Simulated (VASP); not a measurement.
Crystal: BiTe.

```
CELL_PARAMETERS angstrom
2.42271 1.39875 3.31729
-2.42271 1.39875 3.31729
0.00000 -2.79750 3.31729
ATOMIC_POSITIONS crystal
Bi 0.50000 0.50000 0.50000
Te 0.00000 0.00000 0.00000
```

| Property | Result |
| --- | --- |
| Program | VASP 6.6.1 |
| Task | relaxation of cell and atoms |
| Functional | revPBE |
| Dispersion | D3(BJ) |
| Potentials or basis | VASP PAW PBE potentials, release 64 (Bi_d, Te) |
| Cutoff | 600 eV |
| k mesh | 7 × 7 × 7 |
| Occupations | fermi-dirac, width 0.05 eV |
| Spin | no spin polarisation |

At the start: pressure -3.1 GPa; volume 33.72 Å³/atom.

Question: How do energy, volume and symmetry change on relaxing?

Answer: Over 11 steps the energy falls by 26.8 meV/atom and the volume is 31.12 Å³/atom (-7.7 %); space group R-3m (No. 166, to 0.05 Å).

Step by step:
```tsv
step	energy change (eV)	largest force (eV/Å)	pressure (GPa)	volume (Å³)
1	0.0000	0.0000	-3.05	67.45
2	-0.0304	0.0000	1.91	61.37
3	-0.0416	0.0000	0.02	63.33
4	-0.0446	0.0000	0.02	63.20
5	-0.0511	0.0000	-0.01	62.77
6	-0.0503	0.0000	-0.12	61.80
7	-0.0536	0.0000	-0.06	62.40
8	-0.0537	0.0000	-0.07	62.29
9	-0.0537	0.0000	-0.07	62.32
10	-0.0536	0.0000	0.16	62.07
11	-0.0537	0.0000	0.01	62.23
```

Final structure:
```cif
data_structure
_symmetry_space_group_name_H-M 'P 1'
_symmetry_Int_Tables_number 1
_cell_length_a 4.1513
_cell_length_b 4.1513
_cell_length_c 4.1513
_cell_angle_alpha 71.263
_cell_angle_beta 71.263
_cell_angle_gamma 71.263
_cell_volume 62.23
loop_
_atom_site_label
_atom_site_type_symbol
_atom_site_fract_x
_atom_site_fract_y
_atom_site_fract_z
_atom_site_occupancy
Bi1 Bi 0.50000 0.50000 0.50000 1
Te1 Te 0.00000 0.00000 0.00000 1
```

Caveat: the PAW data sets were made with another functional, which shifts forces and pressure a little; pairwise dispersion overbinds metals, which lowers pressure and volume.
